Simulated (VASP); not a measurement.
## SnF5: relaxation of cell and atoms with PBE

Crystal: SnF5.

```
Sn F
1.0
     4.77657    0.00000    0.00000
    -2.38828    4.13663    0.00000
     0.00000    0.00000    3.35349
Sn F
1 5
Direct
  0.00000 0.00000 0.50000
  0.00000 0.71748 0.00000
  0.71748 0.00000 0.00000
  0.28252 0.28252 0.00000
  0.66667 0.33333 0.50000
  0.33333 0.66667 0.50000
```

The cell was generated, and may not be a known phase.

```json
{"Program": "VASP 6.6.1", "Task": "relaxation of cell and atoms", "Functional": "PBE", "Potentials or basis": "VASP PAW PBE potentials, release 64 (Sn_d, F)", "Cutoff": "600 eV", "k mesh": "6 × 6 × 6", "Occupations": "gaussian, width 0.1 eV", "Spin": "no spin polarisation", "Dipole correction": "no", "Further INCAR settings": "ALGO = Normal; EDIFF = 1e-06; IBRION = 2; EDIFFG = -0.04; NSW = 90; ISIF = 3"}
```

```yaml
Relaxed_volume: 10.77 Å³/atom
Relaxed_cell: a = 4.678 Å, b = 4.678 Å, c = 3.410 Å, α = 90.00°, β = 90.00°, γ = 120.00°
Space_group_after_relaxing_to_0.1_Å: P-62m (No. 189)
Energy_gained_by_relaxing: 1.8 meV/atom
Ionic_steps: 6
Pressure_after_relaxing: -0.4 GPa
Largest_force_after_relaxing: 0.031 eV/Å
Band_gap_on_the_k_mesh: zero (an odd number of electrons rules out a gap without spin polarisation)
```

Forces on the atoms (eV/Å):
```
Sn   0.000  0.000  0.000
F   -0.015  0.027  0.000
F    0.031  0.000  0.000
F   -0.015 -0.027  0.000
F    0.000  0.000  0.000
F    0.000  0.000  0.000
```

Stress tensor (GPa, compression positive):
```
-0.25  0.00  0.00
 0.00 -0.25  0.00
 0.00  0.00 -0.56
```

Step by step:
| step | energy change (eV) | largest force (eV/Å) | pressure (GPa) | volume (Å³) |
| --- | --- | --- | --- | --- |
| 1 | 0.0000 | 0.0887 | -0.03 | 66.26 |
| 2 | -0.0026 | 0.0294 | -0.49 | 66.24 |
| 3 | -0.0041 | 0.0720 | -1.26 | 66.20 |
| 4 | -0.0053 | 0.0680 | -1.17 | 66.04 |
| 5 | -0.0083 | 0.0547 | -0.92 | 65.57 |
| 6 | -0.0109 | 0.0307 | -0.35 | 64.62 |

Final structure:
```xyz
6
Lattice="4.6780 0.0000 0.0000 -2.3390 4.0513 0.0000 0.0000 0.0000 3.4099" Properties=species:S:1:pos:R:3 pbc="T T T"
Sn   -2.3390    4.0513    1.7049
F     3.0115    2.8864    0.0000
F     0.9939    4.0513    3.4099
F     0.6725    1.1649    0.0000
F     2.3390    1.3504    1.7049
F     0.0000    2.7008    1.7049
```

Levels at points of the mesh, in eV from the Fermi level:
```tsv
k point	band 21	band 22	band 23	band 24	band 25	band 26	band 27	band 28	band 29
(0.00, 0.00, 0.00)	-1.06	-0.66	-0.50	-0.50	-0.36	0.55	7.74	7.74	11.95
(0.50, 0.00, 0.00)	-0.89	-0.51	-0.47	-0.26	-0.13	2.26	6.84	8.10	11.72
(0.00, 0.00, 0.50)	-1.06	-0.93	-0.20	-0.20	0.42	3.06	8.64	8.64	10.17
(0.50, 0.00, 0.50)	-0.83	-0.83	-0.46	-0.17	0.13	3.21	8.16	8.75	10.60
```

Run time: 7.4 min on 1 thread of Oxide Virtual Turin-like Processor (shared host), peak memory 0.21 GiB.

Caveat: spin-orbit coupling is left out, which moves the levels of the heavy elements; an odd number of electrons without spin polarisation forces a metal; a magnetic or distorted state may lie lower.
